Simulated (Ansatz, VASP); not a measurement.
BaTe in VASP and in Ansatz

The input INCAR:

```
SYSTEM = BaTe
  PREC = Accurate
  ENCUT = 520
  EDIFF = 1E-6
  ISMEAR = 0
  SIGMA = 0.05
  LREAL = .False.
  LASPH = .True.
  NELM = 100
  ALGO = Normal
  ISIF = 2
  LWAVE = .False.
  LCHARG = .False.
  GGA = PS
  NBANDS = 15
```

Contents of KPOINTS:

```
Automatic mesh
0
Gamma
  8 8 8
  0 0 0
```

File POSCAR:

```
BaTe
1.0
    0.0000000000      3.4100000000      3.4100000000
    3.4100000000      0.0000000000      3.4100000000
    3.4100000000      3.4100000000      0.0000000000
Ba Te
1 1
Direct
    0.0000000000      0.0000000000      0.0000000000
    0.4939522361      0.4919986692      0.5042217671
```

Input for Ansatz:

```yaml
crystal:
  lattice:
    - [0.0, 3.41, 3.41]
    - [3.41, 0.0, 3.41]
    - [3.41, 3.41, 0.0]
  atoms:
    - { symbol: Ba, position: [0.0, 0.0, 0.0] }
    - { symbol: Te, position: [0.4939522361, 0.4919986692, 0.5042217671] }
basis:
  ecutwfc: 420
  fft_grid_basis: typed
kpoints:
  mp_grid: { grid: [8, 8, 8] }
hamiltonian:
  xc: pbesol
  pseudopotentials: { kind: paw }
scf:
  occupations: { method: gaussian, width: 0.05 }
output:
  forces: true
  stress: true
  eigenvalues: true
  bader: true
  write_density: true
  volumetric_format: npy
```

Alike in both runs: task single point; functional PBEsol; k mesh 8 × 8 × 8; occupations gaussian, width 0.05 eV; no spin polarisation.

|  | VASP | Ansatz |
| --- | --- | --- |
| version | VASP 6.6.1 | Ansatz 0.2.0 |
| potentials or method | VASP PAW PBE potentials, release 64 (Ba_sv, Te), cutoff 520 eV | scalar-relativistic, plane waves, PAW |
| valence electrons in the cell | 16 | 26 |

```csv
,VASP,Ansatz,Ansatz less VASP
gap on the k mesh at the Fermi level (eV),1.24,1.34,+0.102
pressure (GPa),2.4,1.9,-0.46
"traceless stress, the component that is largest in VASP (GPa)",0.07,0.06,-0.003
rms of the force components (eV/Å),0.084,0.080,-0.0042
```

VASP's potentials were made for PBE, not for PBEsol. Atom by atom the forces differ by 0.004 eV/Å (rms over components). VASP's potentials hold 16 valence electrons a cell and Ansatz's 26, so a difference there can come from the potentials and not from the codes.

Spin-orbit coupling is off throughout.
